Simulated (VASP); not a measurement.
# SnBiO2 (P-4m2) in VASP: notebook, part 2 of 2

VASP 6.6.1. Earlier steps stand in the parts before.

## Step 3: Single point, PBE

This run uses another cell than the first one, of 22.86 Å³/atom.

INCAR

```
SYSTEM = SnBiO2
PREC = Accurate
ENCUT = 520
EDIFF = 1E-7
ISMEAR = 0
SIGMA = 0.1
LREAL = .FALSE.
LASPH = .TRUE.
NELM = 100
ALGO = Normal
ISIF = 2
LWAVE = .FALSE.
LCHARG = .FALSE.
GGA = PE
NBANDS = 28
```

KPOINTS

```
regular mesh
0
G
  4 4 4
  0 0 0
```

POSCAR

```
SnBiO2
1.0
    3.9958138900      0.0000000000      0.0000000000
    0.0000000000      3.9958138900      0.0000000000
    0.0000000000      0.0000000000      5.7264527700
Sn Bi O
1 1 2
Direct
    0.5000000000      0.5000000000      0.5000000000
    0.0000000000      0.0000000000      0.0000000000
    0.0000000000      0.5000000000      0.2432881600
    0.5000000000      0.0000000000      0.7567118400
```

Potentials or basis: VASP PAW PBE potentials, release 64 (Sn_d, Bi_d, O).

Run with:

```console
$ cat potpaw_PBE.64/Sn_d/POTCAR potpaw_PBE.64/Bi_d/POTCAR potpaw_PBE.64/O/POTCAR > POTCAR
$ mpirun -np 1 vasp_std > vasp.out
```

OUTCAR:

```text
SYSTEM = SnBiO2
   PREC = Accurate
   ENCUT = 520
   EDIFF = 1E-7
   ISMEAR = 0
   LREAL = .FALSE.
   LASPH = .TRUE.
   NELM = 100
   ISIF = 2
   GGA = PE

 ion  position               nearest neighbor table
   1  0.500  0.500  0.500-   3 2.48   4 2.48   4 2.48   3 2.48
   2  0.000  0.000  0.000-   3 2.44   4 2.44   3 2.44   4 2.44
   3  0.000  0.500  0.243-   2 2.44   2 2.44   1 2.48   1 2.48
   4  0.500  0.000  0.757-   2 2.44   2 2.44   1 2.48   1 2.48

  LATTYP: Found a simple tetragonal cell.
 ALAT       =     3.9958138900
 C/A-ratio  =     1.4331129846

  Lattice vectors:

 A1 = (   3.9958138900,   0.0000000000,   0.0000000000)
 A2 = (   0.0000000000,   3.9958138900,   0.0000000000)
 A3 = (   0.0000000000,   0.0000000000,   5.7264527700)

Analysis of symmetry for initial positions (statically):
=====================================================================
 Subroutine PRICEL returns:
 Original cell was already a primitive cell.

 Routine SETGRP: Setting up the symmetry group for a
 simple tetragonal supercell.

 Subroutine GETGRP returns: Found  8 space group operations
 (whereof  8 operations were pure point group operations)
 out of a pool of 16 trial point group operations.

The static configuration has the point symmetry D_2d.

Analysis of symmetry for dynamics (positions and initial velocities):
=====================================================================
 Subroutine PRICEL returns:
 Original cell was already a primitive cell.

 Routine SETGRP: Setting up the symmetry group for a
 simple tetragonal supercell.

 Subroutine GETGRP returns: Found  8 space group operations
[... 113 lines left out ...]
   EMIN   =  10.00;   EMAX   =-10.00  energy-range for DOS
   EFERMI =   0.00;   METHOD = LEGACY
   ISMEAR =     0;   SIGMA  =   0.10  broadening in eV -4-tet -1-fermi 0-gaus
   EFERMI_NEDOS =   21; number of points for ismear=-14 and -15
   IALGO  =     38    algorithm
   IMIX   =      4    mixing-type and parameters
     AMIX     =   0.40;   BMIX     =  1.00
     AMIX_MAG =   1.60;   BMIX_MAG =  1.00
  volume/ion in A,a.u.               =      22.86       154.25
  Fermi-wavevector in a.u.,A,eV,Ry     =   1.253057  2.367934 21.363202  1.570151
  Thomas-Fermi vector in A             =   2.386928
   LORBIT       =      0    0 simple, 1 ext, 2 COOP (PROOUT), +10 PAW based schemes
   GGA     = PE    functional components
   LHFCALC =     F    Hartree Fock is set to
   AEXX    =    0.0000 exact exchange contribution
   IVDW    =     0    specifies the selected vdW correction
   LEPSILON=     F    determine dielectric tensor
   LRPA    =     F    only Hartree local field effects (RPA)
 non-spin polarized calculation
 Gauss-broadening in eV      SIGMA  =   0.10
  energy-cutoff  :      520.00
  volume of cell :       91.43
 maximum number of plane-waves:      2510
 NGX is ok and might be reduce to    30
   NGX = 15   NGY = 15   NGZ = 21

 number of electron      41.0000012 magnetization

 Free energy of the ion-electron system (eV)
  ---------------------------------------------------
  ext. energy  EPLUGINS =         0.00000000
  ---------------------------------------------------
  free energy    TOTEN  =       -20.26743634 eV

  energy without entropy =      -20.25181134  energy(sigma->0) =      -20.25962384

 E-fermi :   5.6500     XC(G=0):  -9.2504

 val. band max:        5.6492957169   @ k =   0.2500   0.0000   0.2500
 cond. band min:       5.6737355194   @ k =   0.0000   0.0000   0.5000
 fundamental gap:      0.0244398025
 Fermi energy:         5.6500411210

 k-point     1 :       0.0000    0.0000    0.0000
  band No.  band energies     occupation
      1     -18.4392      2.00000
      2     -18.3677      2.00000
      3     -18.3555      2.00000
      4     -18.3555      2.00000
      5     -18.3532      2.00000
      6     -16.5270      2.00000
[... 547 lines left out ...]
     27      11.7884      0.00000
     28      12.1844      0.00000

------------------------ aborting loop because EDIFF is reached ----------------------------------------

  FORCE on cell =-STRESS in cart. coord.  units (eV):
  Direction    XX          YY          ZZ          XY          YZ          ZX
  --------------------------------------------------------------------------------------
  -------------------------------------------------------------------------------------
  Total       -2.6061599     -2.6061599     -2.7448751      0.0000000      0.0000000      0.0000000
  in kB      -45.6683647    -45.6683647    -48.0991037      0.0000000      0.0000000      0.0000000
  external PRESSURE =     -46.4786110 kB  Pullay stress =       0.0000000 kB

 VOLUME and BASIS-vectors are now :
 -----------------------------------------------------------------------------
  energy-cutoff  :      520.00
  volume of cell :       91.43
      direct lattice vectors                 reciprocal lattice vectors
     3.995813890  0.000000000  0.000000000     0.250261906  0.000000000  0.000000000
     0.000000000  3.995813890  0.000000000     0.000000000  0.250261906  0.000000000
     0.000000000  0.000000000  5.726452770     0.000000000  0.000000000  0.174628176

 POSITION                                       TOTAL-FORCE (eV/Angst)
 -----------------------------------------------------------------------------------
      1.99791      1.99791      2.86323        -0.000000     -0.000000      0.000000
      0.00000      0.00000      0.00000         0.000000      0.000000      0.000000
      0.00000      1.99791      1.39318        -0.000000      0.000000     -0.187946
      1.99791      0.00000      4.33327        -0.000000      0.000000      0.187946
 -----------------------------------------------------------------------------------
    total drift:                                0.000000      0.000000      0.000000

  FREE ENERGIE OF THE ION-ELECTRON SYSTEM (eV)
  ---------------------------------------------------
  free  energy   TOTEN  =       -20.2674363443 eV

  energy  without entropy=      -20.2518113409  energy(sigma->0) =      -20.25962384
```

Wall time 35 s (1 thread of Intel Xeon Platinum 8559C (Emerald Rapids), shared host); peak memory 0.22 GiB.

What came out:

| Quantity | Value |
| --- | --- |
| Free energy | -20.2674 eV |
| Pressure | -4.6 GPa |
| Largest force | 0.188 eV/Å |
| Band gap on the k mesh | zero (an odd number of electrons rules out a gap without spin polarisation) |

Forces on the atoms (eV/Å):
```
Sn   0.000  0.000  0.000
Bi   0.000  0.000  0.000
O    0.000  0.000 -0.188
O    0.000  0.000  0.188
```

Caveat: the k points lie up to 0.39 Å⁻¹ apart, too coarse for converged energies and pressures of a metal; spin-orbit coupling is left out, which moves the levels of the heavy elements; an odd number of electrons without spin polarisation forces a metal; a magnetic or distorted state may lie lower.

## Step 4: Relaxation of cell and atoms, PBE

This run uses another cell than the first one, of 22.86 Å³/atom.

INCAR

```
ALGO = Normal ; EDIFF = 1E-7
EDIFFG = -0.04 ; ENCUT = 600
GGA = PE ; IBRION = 2
ISIF = 3 ; ISMEAR = 0
LASPH = True ; LCHARG = False
LREAL = False ; LWAVE = False
NELM = 100 ; NSW = 90
PREC = Accurate ; SIGMA = 0.1
```

KPOINTS

```
k-points
0
Gamma
  4 4 4
```

POSCAR is that of step 3.

Run with:

```console
$ cat potpaw_PBE.64/Sn_d/POTCAR potpaw_PBE.64/Bi_d/POTCAR potpaw_PBE.64/O/POTCAR > POTCAR
$ mpirun -np 1 vasp_std > vasp.out
```

It took 74 s on 1 thread of Intel Xeon Platinum 8559C (Emerald Rapids), shared host; peak memory 0.25 GiB.

Results (log left out):

```
Free energy                           : -20.3745 eV
Relaxed volume                        : 21.21 Å³/atom
Relaxed cell                          : a = 3.899 Å, b = 3.899 Å, c = 5.581 Å, α = 90.00°, β = 90.00°, γ = 90.00°
Space group after relaxing (to 0.1 Å) : P-4m2 (No. 115)
Energy gained by relaxing             : 26.0 meV/atom
Ionic steps                           : 3
Pressure after relaxing               : 0.0 GPa
Largest force after relaxing          : 0.027 eV/Å
Band gap on the k mesh                : zero (an odd number of electrons rules out a gap without spin polarisation)
```

Forces in eV/Å, atoms in the order of the input:
```
Sn   0.000  0.000  0.000
Bi   0.000  0.000  0.000
O    0.000  0.000 -0.027
O    0.000  0.000  0.027
```

Step by step:
| step | energy change (eV) | largest force (eV/Å) | pressure (GPa) | volume (Å³) |
| --- | --- | --- | --- | --- |
| 1 | 0.0000 | 0.1883 | -4.67 | 91.43 |
| 2 | -0.0930 | 0.0347 | 1.85 | 82.89 |
| 3 | -0.1041 | 0.0273 | 0.02 | 84.85 |

Final structure:
```
CELL_PARAMETERS angstrom
3.89924 0.00000 0.00000
0.00000 3.89924 0.00000
0.00000 0.00000 5.58066
ATOMIC_POSITIONS crystal
Sn 0.50000 0.50000 0.50000
Bi 0.00000 0.00000 0.00000
O 0.00000 0.50000 0.24209
O 0.50000 0.00000 0.75791
```

Levels at points of the mesh, in eV from the Fermi level:
| k point | band 16 | band 17 | band 18 | band 19 | band 20 | band 21 | band 22 | band 23 | band 24 |
| --- | --- | --- | --- | --- | --- | --- | --- | --- | --- |
| (0.00, 0.00, 0.00) | -5.46 | -4.21 | -4.16 | -4.16 | -1.77 | -1.71 | 2.77 | 2.77 | 3.02 |
| (0.50, 0.00, 0.00) | -5.66 | -4.91 | -4.43 | -3.24 | -2.14 | 0.80 | 0.88 | 1.43 | 2.02 |
| (0.50, 0.50, 0.00) | -5.47 | -5.47 | -5.15 | -2.39 | -1.62 | -1.62 | -1.19 | 3.44 | 3.76 |
| (0.00, 0.00, 0.50) | -5.12 | -4.58 | -4.58 | -3.36 | -2.84 | 0.13 | 0.43 | 2.93 | 2.93 |
| (0.50, 0.00, 0.50) | -4.77 | -4.64 | -4.41 | -4.36 | -3.40 | 0.58 | 0.69 | 2.72 | 2.91 |
| (0.50, 0.50, 0.50) | -5.81 | -5.81 | -5.51 | -2.14 | -0.99 | 0.31 | 0.31 | 1.27 | 1.27 |

Caveat: the k points lie up to 0.40 Å⁻¹ apart in the final cell, too coarse for converged energies and pressures of a metal; spin-orbit coupling is left out, which moves the levels of the heavy elements; an odd number of electrons without spin polarisation forces a metal; a magnetic or distorted state may lie lower.

## Step 5: Single point, PBE

This run uses another cell than the first one, of 21.26 Å³/atom.

INCAR

```
SYSTEM = SnBiO2
  PREC = Accurate
  ENCUT = 520
  EDIFF = 1E-6
  ISMEAR = 0
  SIGMA = 0.1
  LREAL = .False.
  LASPH = .True.
  NELM = 100
  ALGO = Normal
  ISIF = 2
  LWAVE = .False.
  LCHARG = .False.
  GGA = PE
  NBANDS = 28
```

KPOINTS

```
regular mesh
0
Gamma
  12 12 8
  0 0 0
```

POSCAR

```
SnBiO2
1.0
    3.9161437666      0.0000000000      0.0000000000
    0.0000000000      3.9161437666      0.0000000000
    0.0000000000      0.0000000000      5.5449042250
Sn Bi O
1 1 2
Direct
    0.5000000000      0.5000000000      0.5000000000
    0.0000000000      0.0000000000      0.0000000000
    0.0000000000      0.5000000000      0.2429671470
    0.5000000000      0.0000000000      0.7570328530
```

Run with:

```console
$ cat potpaw_PBE.64/Sn_d/POTCAR potpaw_PBE.64/Bi_d/POTCAR potpaw_PBE.64/O/POTCAR > POTCAR
$ mpirun -np 1 vasp_std > vasp.out
```

Wall time 2.1 min (1 thread of Intel Xeon Platinum 8559C (Emerald Rapids), shared host); peak memory 0.42 GiB.

It converged, with:

| Quantity | Value |
| --- | --- |
| Free energy | -20.4033 eV |
| Pressure | 0.0 GPa |
| Largest force | 0.007 eV/Å |
| Band gap on the k mesh | zero (an odd number of electrons rules out a gap without spin polarisation) |

Forces in eV/Å, atoms in the order of the input:
```
Sn   0.000  0.000  0.000
Bi   0.000  0.000  0.000
O    0.000  0.000  0.007
O    0.000  0.000 -0.007
```

Levels at points of the mesh, in eV from the Fermi level:
```tsv
k point	band 17	band 18	band 19	band 20	band 21	band 22	band 23	band 24
(0.00, 0.00, 0.00)	-4.21	-4.18	-4.18	-1.82	-1.73	2.73	2.73	2.99
(0.50, 0.00, 0.00)	-4.94	-4.46	-3.26	-2.15	0.80	0.87	1.40	2.02
(0.50, 0.50, 0.00)	-5.46	-5.14	-2.43	-1.63	-1.63	-1.17	3.35	3.81
(0.00, 0.00, 0.50)	-4.61	-4.61	-3.36	-2.85	0.09	0.39	2.88	2.88
(0.50, 0.00, 0.50)	-4.63	-4.44	-4.38	-3.39	0.56	0.67	2.65	2.94
(0.50, 0.50, 0.50)	-5.81	-5.52	-2.17	-0.97	0.31	0.31	1.31	1.31
```

Caveat: spin-orbit coupling is left out, which moves the levels of the heavy elements; an odd number of electrons without spin polarisation forces a metal; a magnetic or distorted state may lie lower.

## Step 6: The runs side by side

```tsv
task	cell	k mesh	cutoff (eV)	gap on the mesh (eV)	pressure (GPa)	largest force (eV/Å)
single point	a = 3.908, b = 3.908, c = 5.582 Å, 4 atoms, atomic positions A	4 × 4 × 4	520	none	-0.2	-
single point	a = 3.996, b = 3.996, c = 5.726 Å, 4 atoms, atomic positions B	4 × 4 × 4	520	none	-4.6	0.19
relaxation of cell and atoms	relaxed from a = 3.996, b = 3.996, c = 5.726 Å, 4 atoms, atomic positions B	4 × 4 × 4	600	none	0.0	0.03
single point	a = 3.916, b = 3.916, c = 5.545 Å, 4 atoms, atomic positions C	12 × 12 × 8	520	none	0.0	0.01
```

Alike in all rows: level PBE; potentials or basis VASP PAW PBE potentials, release 64 (Sn_d, Bi_d, O); no spin polarisation; smearing gaussian 0.1 eV.

Caveats: some runs use coarse meshes; spin-orbit coupling is left out, which moves the levels of the heavy elements; an odd number of electrons without spin polarisation forces a metal; a magnetic or distorted state may lie lower.

Absolute energies hang on the potentials; compare differences alone.

The gap in the log of VASP goes by the Fermi energy; the results here count the filled bands.